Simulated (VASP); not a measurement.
Set up this calculation in VASP 6.6.1, as the native input.

```
Task                   : single point
Functional             : PBE
Potentials or basis    : VASP PAW PBE potentials, release 64 (Bi_d)
Cutoff                 : 520 eV
k mesh                 : 6 × 6 × 6
Occupations            : fermi-dirac, width 0.1 eV
Spin                   : no spin polarisation
Dipole correction      : no
Further INCAR settings : ALGO = Normal; EDIFF = 1e-06; NBANDS = 70
```

The structure of Bi lies in POSCAR:

```
Bi
1.0
    6.3848064288      0.0000000000      0.0000000000
    0.0000000000      6.3848064288      0.0000000000
    0.0000000000      0.0000000000      6.3848064288
Bi
8
Direct
    0.0000000000      0.0000000000      1.0000000000
    0.5000000000      0.5000000000      0.5000000000
    0.2500000000      1.0000000000      0.5000000000
    0.7500000000      0.0000000000      0.5000000000
    0.5000000000      0.2500000000      0.0000000000
    0.5000000000      0.7500000000      0.0000000000
    0.0000000000      0.5000000000      0.2500000000
    0.0000000000      0.5000000000      0.7500000000
```

The input as run:

INCAR

```
SYSTEM = Bi
  PREC = Accurate
  ENCUT = 520
  EDIFF = 1E-6
  ISMEAR = -1
  SIGMA = 0.1
  LREAL = .False.
  LASPH = .True.
  NELM = 80
  ALGO = Normal
  ISIF = 2
  LWAVE = .False.
  LCHARG = .False.
  GGA = PE
  NBANDS = 70
```

KPOINTS

```
Automatic mesh
0
Gamma
  6 6 6
  0 0 0
```

Potentials or basis: VASP PAW PBE potentials, release 64 (Bi_d).

Command:

```sh
$ cat potpaw_PBE.64/Bi_d/POTCAR > POTCAR
$ mpirun -np 1 vasp_std > vasp.out
```

Results of the run:

```yaml
Pressure: -0.1 GPa
Band_gap_on_the_k_mesh: zero (band 60 reaches 7.73 eV, above the bottom of band 61 at 7.24 eV)
```

Caveat: spin-orbit coupling is left out, which moves the levels of the heavy elements.

Wall time 4.2 min on 1 thread of Intel(R) Xeon(R) Platinum 8259CL CPU @ 2.50GHz (Skylake/Cascade Lake), on a shared host, peak memory 0.46 GiB.
